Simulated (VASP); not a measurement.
# AlAs3 (Pm-3m) in VASP: notebook

The runs below take AlAs3 through single point, relaxation of cell and atoms, with PBE.

Everything below comes from runs of VASP 6.6.1. Logs are shortened: lines on timing, memory, paths and dates and some standing lists are left out, and cuts for length are marked.

## 1. The cell of the first run

It takes space group Pm-3m (No. 221, cubic). Conventional cell: a = 4.205 Å, b = 4.205 Å, c = 4.205 Å, α = 90.00°, β = 90.00°, γ = 90.00°. Al (site symmetry m-3m) has 12 As at 2.97 Å within 3.9 Å. As (site symmetry 4/mmm) has 4 Al at 2.97 Å and 8 As at 2.97 Å within 3.9 Å.

## 2. Single point, PBE

Contents of INCAR:

```
SYSTEM = AlAs3
  PREC = Accurate
  ENCUT = 520
  EDIFF = 1E-6
  ISMEAR = 0
  SIGMA = 0.1
  LREAL = .False.
  LASPH = .True.
  NELM = 80
  ALGO = Normal
  ISIF = 2
  LWAVE = .False.
  LCHARG = .True.
  GGA = PE
  LELF = .True.
  LVHAR = .True.
  NBANDS = 17
```

Contents of KPOINTS:

```
regular mesh
0
Gamma
  4 4 4
  0 0 0
```

Contents of POSCAR:

```
AlAs3
1.0
    4.2048512900      0.0000000000      0.0000000000
    0.0000000000      4.2048512900      0.0000000000
    0.0000000000      0.0000000000      4.2048512900
Al As
1 3
Direct
    0.0000000000      0.0000000000      0.0000000000
    0.5000000000      0.0000000000      0.5000000000
    0.0000000000      0.5000000000      0.5000000000
    0.5000000000      0.5000000000      0.0000000000
```

Potentials or basis: VASP PAW PBE potentials, release 64 (Al, As).

The run is started by

```bash
cat potpaw_PBE.64/Al/POTCAR potpaw_PBE.64/As/POTCAR > POTCAR
mpirun -np 1 vasp_std > vasp.out
```

OUTCAR:

```text
SYSTEM = AlAs3
   PREC = Accurate
   ENCUT = 520
   EDIFF = 1E-6
   ISMEAR = 0
   LREAL = .False.
   LASPH = .True.
   NELM = 80
   ISIF = 2
   GGA = PE

 ion  position               nearest neighbor table
   1  0.000  0.000  0.000-   2 2.97   3 2.97   4 2.97   2 2.97   3 2.97   3 2.97   4 2.97   3 2.97
                             2 2.97   4 2.97   2 2.97   4 2.97
   2  0.500  0.000  0.500-   1 2.97   1 2.97   1 2.97   1 2.97
   3  0.000  0.500  0.500-   1 2.97   1 2.97   1 2.97   1 2.97
   4  0.500  0.500  0.000-   1 2.97   1 2.97   1 2.97   1 2.97

  LATTYP: Found a simple cubic cell.
 ALAT       =     4.2048512900

  Lattice vectors:

 A1 = (   4.2048512900,   0.0000000000,   0.0000000000)
 A2 = (   0.0000000000,   4.2048512900,   0.0000000000)
 A3 = (   0.0000000000,   0.0000000000,   4.2048512900)

Analysis of symmetry for initial positions (statically):
=====================================================================
 Subroutine PRICEL returns:
 Original cell was already a primitive cell.

 Routine SETGRP: Setting up the symmetry group for a
 simple cubic supercell.

 Subroutine GETGRP returns: Found 48 space group operations
 (whereof 48 operations were pure point group operations)
 out of a pool of 48 trial point group operations.

The static configuration has the point symmetry O_h .

Analysis of symmetry for dynamics (positions and initial velocities):
=====================================================================
 Subroutine PRICEL returns:
 Original cell was already a primitive cell.

 Routine SETGRP: Setting up the symmetry group for a
 simple cubic supercell.

 Subroutine GETGRP returns: Found 48 space group operations
 (whereof 48 operations were pure point group operations)
 out of a pool of 48 trial point group operations.

The dynamic configuration has the point symmetry O_h .

 Subroutine INISYM returns: Found 48 space group operations
 (whereof 48 operations are pure point group operations),
 and found     1 'primitive' translations

----------------------------------------------------------------------------------------

                                     Primitive cell

  volume of cell :      74.3450

  direct lattice vectors                    reciprocal lattice vectors
     4.204851290  0.000000000  0.000000000     0.237820539  0.000000000  0.000000000
     0.000000000  4.204851290  0.000000000     0.000000000  0.237820539  0.000000000
     0.000000000  0.000000000  4.204851290     0.000000000  0.000000000  0.237820539

  length of vectors
[... 76 lines left out ...]
   NFREE  =      0    steps in history (QN), initial steepest desc. (CG)
   ISIF   =      2    stress and relaxation
   ISYM   =      2    0-nonsym 1-usesym 2-fastsym
   POTIM  = 0.5000    time-step for ionic-motion
   TEBEG  =    0.0;   TEEND  =   0.0 temperature during run
   PSTRESS=    0.0 pullay stress
   NELECT =      18.0000    total number of electrons
   NUPDOWN=      -1.0000    fix difference up-down
   EMIN   =  10.00;   EMAX   =-10.00  energy-range for DOS
   EFERMI =   0.00;   METHOD = LEGACY
   ISMEAR =     0;   SIGMA  =   0.10  broadening in eV -4-tet -1-fermi 0-gaus
   EFERMI_NEDOS =   21; number of points for ismear=-14 and -15
   IALGO  =     38    algorithm
   IMIX   =      4    mixing-type and parameters
     AMIX     =   0.40;   BMIX     =  1.00
     AMIX_MAG =   1.60;   BMIX_MAG =  1.00
  volume/ion in A,a.u.               =      18.59       125.43
  Fermi-wavevector in a.u.,A,eV,Ry     =   1.020348  1.928178 14.165165  1.041110
  Thomas-Fermi vector in A             =   2.153913
   LORBIT       =      0    0 simple, 1 ext, 2 COOP (PROOUT), +10 PAW based schemes
   GGA     = PE    functional components
   LHFCALC =     F    Hartree Fock is set to
   AEXX    =    0.0000 exact exchange contribution
   IVDW    =     0    specifies the selected vdW correction
   LEPSILON=     F    determine dielectric tensor
   LRPA    =     F    only Hartree local field effects (RPA)
 non-spin polarized calculation
 Gauss-broadening in eV      SIGMA  =   0.10
  energy-cutoff  :      520.00
  volume of cell :       74.35
 maximum number of plane-waves:      2016
 NGX is ok and might be reduce to    32
   NGX = 15   NGY = 15   NGZ = 15

 number of electron      17.9999996 magnetization

 Free energy of the ion-electron system (eV)
  ---------------------------------------------------
  ext. energy  EPLUGINS =         0.00000000
  ---------------------------------------------------
  free energy    TOTEN  =       -16.48500735 eV

  energy without entropy =      -16.47448402  energy(sigma->0) =      -16.47974569

 E-fermi :   6.5651     XC(G=0): -10.5881

 val. band max:        6.5002719179   @ k =   0.5000   0.2500   0.2500
 cond. band min:       7.3182279575   @ k =   0.2500   0.0000   0.0000
 fundamental gap:      0.8179560396
 Fermi energy:         6.5650905964

 k-point     1 :       0.0000    0.0000    0.0000
  band No.  band energies     occupation
      1      -7.8099      2.00000
      2      -1.9324      2.00000
      3      -1.9324      2.00000
      4       1.5937      2.00000
      5       1.5937      2.00000
      6       1.5937      2.00000
[... 177 lines left out ...]
      4      -0.0811      2.00000
      5       0.6546      2.00000
      6       0.6546      2.00000
[... 9 lines left out ...]
     16      14.9177      0.00000
     17      16.6705      0.00000

------------------------ aborting loop because EDIFF is reached ----------------------------------------

  FORCE on cell =-STRESS in cart. coord.  units (eV):
  Direction    XX          YY          ZZ          XY          YZ          ZX
  --------------------------------------------------------------------------------------
  -------------------------------------------------------------------------------------
  Total        1.3199386      1.3199386      1.3199386      0.0000000      0.0000000      0.0000000
  in kB       28.4454223     28.4454223     28.4454223      0.0000000      0.0000000      0.0000000
  external PRESSURE =      28.4454223 kB  Pullay stress =       0.0000000 kB

 VOLUME and BASIS-vectors are now :
 -----------------------------------------------------------------------------
  energy-cutoff  :      520.00
  volume of cell :       74.35
      direct lattice vectors                 reciprocal lattice vectors
     4.204851290  0.000000000  0.000000000     0.237820539  0.000000000  0.000000000
     0.000000000  4.204851290  0.000000000     0.000000000  0.237820539  0.000000000
     0.000000000  0.000000000  4.204851290     0.000000000  0.000000000  0.237820539

 POSITION                                       TOTAL-FORCE (eV/Angst)
 -----------------------------------------------------------------------------------
      0.00000      0.00000      0.00000         0.000000      0.000000      0.000000
      2.10243      0.00000      2.10243         0.000000      0.000000      0.000000
      0.00000      2.10243      2.10243         0.000000      0.000000      0.000000
      2.10243      2.10243      0.00000         0.000000      0.000000      0.000000
 -----------------------------------------------------------------------------------
    total drift:                                0.000000     -0.000000     -0.000000

  FREE ENERGIE OF THE ION-ELECTRON SYSTEM (eV)
  ---------------------------------------------------
  free  energy   TOTEN  =       -16.4850073519 eV

  energy  without entropy=      -16.4744840195  energy(sigma->0) =      -16.47974569
```

OSZICAR:

```text
N       E                     dE             d eps       ncg     rms          rms(c)
DAV:   1     0.522707177631E+02    0.52271E+02   -0.68390E+03   340   0.858E+02
DAV:   2    -0.131500428759E+02   -0.65421E+02   -0.61450E+02   470   0.135E+02
DAV:   3    -0.165139497410E+02   -0.33639E+01   -0.33415E+01   410   0.306E+01
DAV:   4    -0.165372781081E+02   -0.23328E-01   -0.23318E-01   423   0.292E+00
DAV:   5    -0.165374568267E+02   -0.17872E-03   -0.17871E-03   407   0.277E-01    0.391E+00
DAV:   6    -0.165018979610E+02    0.35559E-01   -0.15249E-02   407   0.608E-01    0.230E+00
DAV:   7    -0.164850308103E+02    0.16867E-01   -0.29001E-02   394   0.842E-01    0.131E-01
DAV:   8    -0.164850077466E+02    0.23064E-04   -0.13491E-03   407   0.184E-01    0.199E-02
DAV:   9    -0.164850093138E+02   -0.15672E-05   -0.16950E-05   435   0.249E-02    0.125E-02
DAV:  10    -0.164850072561E+02    0.20577E-05   -0.18377E-06   309   0.771E-03    0.144E-03
DAV:  11    -0.164850073519E+02   -0.95851E-07   -0.12784E-07   214   0.232E-03
   1 F= -.16485007E+02 E0= -.16479746E+02  d E =-.105233E-01
```

stdout:

```text
POSCAR found type information on POSCAR AlAs
 POSCAR found :  2 types and       4 ions
 scaLAPACK will be used
 LDA part: xc-table for (Slater+PW92), standard interpolation
 POSCAR, INCAR and KPOINTS ok, starting setup
 FFT: planning ... GRIDC
 FFT: planning ... GRID_SOFT
 FFT: planning ... GRID
 WAVECAR not read
 entering main loop
```

Run time: 11 s. Hardware: 1 thread of Intel Xeon Platinum 8488C (Sapphire Rapids), shared host; peak memory 0.17 GiB.

Results:

* Free energy: -16.4850 eV
* Pressure: 2.8 GPa
* Band gap on the k mesh: zero (band 9 reaches 11.08 eV, above the bottom of band 10 at 5.17 eV)

Caveat: the k points lie up to 0.37 Å⁻¹ apart.

[end of part 1 of 2]
